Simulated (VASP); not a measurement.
# AlSn (P-6m2) in VASP: a series of runs

AlSn is run at these levels: r2SCAN; tasks: single point.

Everything below comes from runs of VASP 6.6.1. Logs are shortened: lines on timing, memory, paths and dates and some standing lists are left out, and cuts for length are marked.

## 1. The cell of the first run

Symmetry: P-6m2, No. 187, hexagonal system. The conventional cell has a = 4.053 Å, b = 4.053 Å, c = 3.193 Å, α = 90.00°, β = 90.00°, γ = 120.00°. Within 3.7 Å of Al (site symmetry -6m2) lie 6 Sn at 2.83 Å and 2 Al at 3.19 Å. Within 3.7 Å of Sn (site symmetry -6m2) lie 6 Al at 2.83 Å and 2 Sn at 3.19 Å.

## 2. Single point, r2SCAN

POSCAR reads:

```
AlSn
1.0
    4.0532267784      0.0000000000      0.0000000000
   -2.0266133892      3.5101969290      0.0000000000
    0.0000000000      0.0000000000      3.1927256750
Al Sn
1 1
Direct
    0.0000000000      0.0000000000      0.0000000000
    0.3333333333      0.6666666667      0.5000000000
```

INCAR.step1 reads:

```
ALGO = Normal
EDIFF = 1E-4
ENCUT = 520
GGA = PE
ISMEAR = 1
LASPH = T
LCHARG = F
LREAL = F
LWAVE = T
NBANDS = 16
NELM = 80
PREC = Accurate
SIGMA = 0.1
```

INCAR.step2 reads:

```
ALGO = Normal
EDIFF = 1E-6
ENCUT = 520
ISIF = 2
ISMEAR = 1
ISTART = 1
LASPH = T
LCHARG = F
LMIXTAU = T
LREAL = F
LWAVE = F
METAGGA = R2SCAN
NBANDS = 16
NELM = 80
PREC = Accurate
SIGMA = 0.1
```

KPOINTS reads:

```
k-points
0
Gamma
  8 8 9
```

Potentials or basis: VASP PAW PBE potentials, release 64 (Al, Sn_d).

Started as:

```
cat potpaw_PBE.64/Al/POTCAR potpaw_PBE.64/Sn_d/POTCAR > POTCAR
cp INCAR.step1 INCAR
mpirun -np 1 vasp_std > vasp.out
cp INCAR.step2 INCAR
mpirun -np 1 vasp_std > vasp.out
```

OUTCAR:

```text
EDIFF = 1E-6
   ENCUT = 520
   ISIF = 2
   ISMEAR = 1
   ISTART = 1
   LASPH = T
   LREAL = F
   METAGGA = R2SCAN
   NELM = 80
   PREC = Accurate

 ion  position               nearest neighbor table
   1  0.000  0.000  0.000-   2 2.83   2 2.83   2 2.83   2 2.83   2 2.83   2 2.83
   2  0.333  0.667  0.500-   1 2.83   1 2.83   1 2.83   1 2.83   1 2.83   1 2.83

  LATTYP: Found a hexagonal cell.
 ALAT       =     4.0532267784
 C/A-ratio  =     0.7876997389

  Lattice vectors:

 A1 = (   4.0532267784,   0.0000000000,   0.0000000000)
 A2 = (  -2.0266133892,   3.5101969290,   0.0000000000)
 A3 = (   0.0000000000,   0.0000000000,   3.1927256750)

Analysis of symmetry for initial positions (statically):
=====================================================================
 Subroutine PRICEL returns:
 Original cell was already a primitive cell.

 Routine SETGRP: Setting up the symmetry group for a
 hexagonal supercell.

 Subroutine GETGRP returns: Found 12 space group operations
 (whereof 12 operations were pure point group operations)
 out of a pool of 24 trial point group operations.

The static configuration has the point symmetry D_3h.

Analysis of symmetry for dynamics (positions and initial velocities):
=====================================================================
 Subroutine PRICEL returns:
 Original cell was already a primitive cell.

 Routine SETGRP: Setting up the symmetry group for a
 hexagonal supercell.

 Subroutine GETGRP returns: Found 12 space group operations
 (whereof 12 operations were pure point group operations)
 out of a pool of 24 trial point group operations.

The dynamic configuration has the point symmetry D_3h.

 Subroutine INISYM returns: Found 12 space group operations
 (whereof 12 operations are pure point group operations),
 and found     1 'primitive' translations

----------------------------------------------------------------------------------------

                                     Primitive cell

  volume of cell :      45.4249

  direct lattice vectors                    reciprocal lattice vectors
     4.053226778  0.000000000  0.000000000     0.246717012  0.142442151  0.000000000
    -2.026613389  3.510196929  0.000000000     0.000000000  0.284884301  0.000000000
     0.000000000  0.000000000  3.192725675     0.000000000  0.000000000  0.313212002

  length of vectors
     4.053226778  4.053226407  3.192725675     0.284884275  0.284884301  0.313212002

  position of ions in fractional coordinates (direct lattice)
     0.000000000  0.000000000  0.000000000
     0.333333333  0.666666667  0.500000000

  ion indices of the primitive-cell ions
   primitive index   ion index
                 1           1
                 2           2

----------------------------------------------------------------------------------------

 KPOINTS: k-points

Automatic generation of k-mesh.
 Grid dimensions read from file:
 generate k-points for:    8    8    9

 Generating k-lattice:

  Cartesian coordinates                     Fractional coordinates (reciprocal lattice)
     0.030839627  0.017805269  0.000000000     0.125000000  0.000000000  0.000000000
     0.000000000  0.035610538  0.000000000     0.000000000  0.125000000  0.000000000
     0.000000000  0.000000000  0.034801334     0.000000000  0.000000000  0.111111111

  Length of vectors
     0.035610534  0.035610538  0.034801334

  Shift w.r.t. Gamma in fractional coordinates (k-lattice)
     0.000000000  0.000000000  0.000000000

 Subroutine IBZKPT returns following result:
 ===========================================

 Found     50 irreducible k-points:

 Following reciprocal coordinates:
            Coordinates               Weight
  0.000000  0.000000  0.000000      1.000000
  0.125000  0.000000  0.000000      6.000000
  0.250000  0.000000  0.000000      6.000000
  0.375000  0.000000  0.000000      6.000000
  0.500000  0.000000  0.000000      3.000000
  0.125000  0.125000  0.000000      6.000000
[... 16 lines left out ...]
  0.250000  0.000000  0.222222     12.000000
  0.375000  0.000000  0.222222     12.000000
 [... further k-points ...]
   k-points           NKPTS =     50   k-points in BZ     NKDIM =     50   number of bands    NBANDS=     16
   number of dos      NEDOS =    301   number of ions     NIONS =      2
   total plane-waves  NPLWV =  21600
   dimension x,y,z NGX =    30 NGY =   30 NGZ =   24
   dimension x,y,z NGXF=    60 NGYF=   60 NGZF=   48
   ions per type =               1   1
   NGX,Y,Z   is equivalent  to a cutoff of  12.30, 12.30, 12.50 a.u.
   NGXF,Y,Z  is equivalent  to a cutoff of  24.61, 24.61, 24.99 a.u.
 SYSTEM =  unknown system
   PREC   = accura    normal or accurate (medium, high low for compatibility)
   ISTART =      1    job   : 0-new  1-cont  2-samecut
   ICHARG =      0    charge: 1-file 2-atom 10-const
   ISPIN  =      1    spin polarized calculation?
   LNONCOLLINEAR =      F non collinear calculations
   LSORBIT =      F    spin-orbit coupling
   LASPH  =      T    aspherical Exc in radial PAW
   ENCUT  =  520.0 eV  38.22 Ry    6.18 a.u.   7.54  7.54  5.94*2*pi/ulx,y,z
   NELM   =     80;   NELMIN=  2; NELMDL=  0     # of ELM steps
   EDIFF  = 0.1E-05   stopping-criterion for ELM
   LREAL  =      F    real-space projection
   EDIFFG = 0.1E-04   stopping-criterion for IOM
   NSW    =      0    number of steps for IOM
   IBRION =     -1    ionic relax: 0-MD 1-quasi-New 2-CG
   NFREE  =      0    steps in history (QN), initial steepest desc. (CG)
   ISIF   =      2    stress and relaxation
   ISYM   =      2    0-nonsym 1-usesym 2-fastsym
   POTIM  = 0.5000    time-step for ionic-motion
   TEBEG  =    0.0;   TEEND  =   0.0 temperature during run
   PSTRESS=    0.0 pullay stress
   NELECT =      17.0000    total number of electrons
   NUPDOWN=      -1.0000    fix difference up-down
   EMIN   =  10.00;   EMAX   =-10.00  energy-range for DOS
   EFERMI =   0.00;   METHOD = LEGACY
   ISMEAR =     1;   SIGMA  =   0.10  broadening in eV -4-tet -1-fermi 0-gaus
   EFERMI_NEDOS =   21; number of points for ismear=-14 and -15
   IALGO  =     38    algorithm
   IMIX   =      4    mixing-type and parameters
     AMIX     =   0.40;   BMIX     =  1.00
     AMIX_MAG =   1.60;   BMIX_MAG =  1.00
  volume/ion in A,a.u.               =      22.71       153.27
  Fermi-wavevector in a.u.,A,eV,Ry     =   1.179759  2.229420 18.937001  1.391830
  Thomas-Fermi vector in A             =   2.316064
   LORBIT       =      0    0 simple, 1 ext, 2 COOP (PROOUT), +10 PAW based schemes
   METAGGA = R2SCAN    functional components
   LHFCALC =     F    Hartree Fock is set to
   AEXX    =    0.0000 exact exchange contribution
   IVDW    =     0    specifies the selected vdW correction
   LEPSILON=     F    determine dielectric tensor
   LRPA    =     F    only Hartree local field effects (RPA)
 non-spin polarized calculation
 Methfessel and Paxton  Order N= 1 SIGMA  =   0.10
  energy-cutoff  :      520.00
  volume of cell :       45.42
 maximum number of plane-waves:      1234
   NGX = 15   NGY = 15   NGZ = 11

 number of electron      16.9999995 magnetization

 Free energy of the ion-electron system (eV)
  ---------------------------------------------------
  ext. energy  EPLUGINS =         0.00000000
  ---------------------------------------------------
  free energy    TOTEN  =       -30.89050235 eV

  energy without entropy =      -30.88939905  energy(sigma->0) =      -30.89013459

 E-fermi :   7.5341     XC(G=0): -10.7538

 val. band max:        7.5242647063   @ k =   0.3750   0.2500   0.3333
 cond. band min:       7.5473693856   @ k =   0.5000   0.0000   0.3333
 fundamental gap:      0.0231046794
 Fermi energy:         7.5340805392

 k-point     1 :       0.0000    0.0000    0.0000
  band No.  band energies     occupation
      1     -14.6413      2.00000
      2     -14.4574      2.00000
      3     -14.4573      2.00000
      4     -14.4460      2.00000
      5     -14.4460      2.00000
      6      -4.2463      2.00000
[... 8 lines left out ...]
     15      21.4630      0.00000
     16      21.6067      0.00000

 k-point     2 :       0.1250    0.0000    0.0000
  band No.  band energies     occupation
      1     -14.6393      2.00000
      2     -14.4581      2.00000
      3     -14.4524      2.00000
      4     -14.4476      2.00000
      5     -14.4464      2.00000
      6      -4.0573      2.00000
[... 8 lines left out ...]
     15      19.5678      0.00000
     16      21.4519      0.00000

 k-point     3 :       0.2500    0.0000    0.0000
  band No.  band energies     occupation
      1     -14.6346      2.00000
      2     -14.4598      2.00000
      3     -14.4514      2.00000
      4     -14.4475      2.00000
      5     -14.4404      2.00000
      6      -3.5031      2.00000
[... 8 lines left out ...]
     15      18.0477      0.00000
     16      20.3307      0.00000

 k-point     4 :       0.3750    0.0000    0.0000
  band No.  band energies     occupation
      1     -14.6301      2.00000
      2     -14.4614      2.00000
      3     -14.4551      2.00000
      4     -14.4485      2.00000
      5     -14.4284      2.00000
      6      -2.6613      2.00000
[... 8 lines left out ...]
     15      18.2294      0.00000
     16      20.5651      0.00000
[... 324 lines left out ...]
 k-point    22 :       0.1250    0.0000    0.2222
  band No.  band energies     occupation
      1     -14.5313      2.00000
      2     -14.4912      2.00000
      3     -14.4893      2.00000
      4     -14.4521      2.00000
      5     -14.4468      2.00000
      6      -3.2635      2.00000
[... 8 lines left out ...]
     15      16.7299      0.00000
     16      18.7445      0.00000

 k-point    23 :       0.2500    0.0000    0.2222
  band No.  band energies     occupation
      1     -14.5261      2.00000
      2     -14.4971      2.00000
      3     -14.4907      2.00000
      4     -14.4529      2.00000
      5     -14.4353      2.00000
      6      -2.7103      2.00000
[... 8 lines left out ...]
     15      18.0612      0.00000
     16      19.2726      0.00000

 k-point    24 :       0.3750    0.0000    0.2222
  band No.  band energies     occupation
      1     -14.5215      2.00000
      2     -14.5029      2.00000
      3     -14.4921      2.00000
      4     -14.4532      2.00000
      5     -14.4237      2.00000
      6      -1.8724      2.00000
[... 8 lines left out ...]
     15      18.1718      0.00000
     16      20.9699      0.00000

 [... further k-points ...]

------------------------ aborting loop because EDIFF is reached ----------------------------------------

  FORCE on cell =-STRESS in cart. coord.  units (eV):
  Direction    XX          YY          ZZ          XY          YZ          ZX
  --------------------------------------------------------------------------------------
  -------------------------------------------------------------------------------------
  Total        1.8178152      1.8178148      0.6238060     -0.0000000      0.0000000      0.0000000
  in kB       64.1159866     64.1159709     22.0022008     -0.0000000      0.0000000      0.0000000
  external PRESSURE =      50.0780528 kB  Pullay stress =       0.0000000 kB

 VOLUME and BASIS-vectors are now :
 -----------------------------------------------------------------------------
  energy-cutoff  :      520.00
  volume of cell :       45.42
      direct lattice vectors                 reciprocal lattice vectors
     4.053226778  0.000000000  0.000000000     0.246717012  0.142442151  0.000000000
    -2.026613389  3.510196929  0.000000000     0.000000000  0.284884301  0.000000000
     0.000000000  0.000000000  3.192725675     0.000000000  0.000000000  0.313212002

 POSITION                                       TOTAL-FORCE (eV/Angst)
 -----------------------------------------------------------------------------------
      0.00000      0.00000      0.00000        -0.000000      0.000000      0.000000
     -0.00000      2.34013      1.59636         0.000000     -0.000000      0.000000
 -----------------------------------------------------------------------------------
    total drift:                               -0.000001      0.000005     -0.000000

  FREE ENERGIE OF THE ION-ELECTRON SYSTEM (eV)
  ---------------------------------------------------
  free  energy   TOTEN  =       -30.8905023532 eV

  energy  without entropy=      -30.8893990516  energy(sigma->0) =      -30.89013459
```

It took 84 s on 1 thread of Intel Xeon 6975P-C, shared host; peak memory 0.18 GiB.

What came out:

```
Free energy : -30.8905 eV
Pressure    : 5.0 GPa
```

Stress tensor (GPa, compression positive):
```
6.41 0.00 0.00
0.00 6.41 0.00
0.00 0.00 2.20
```

Caveat: the PAW data sets were made with another functional, which shifts forces and pressure a little; spin-orbit coupling is left out, which moves the levels of the heavy elements.

(Continued in part 2 of 2.)
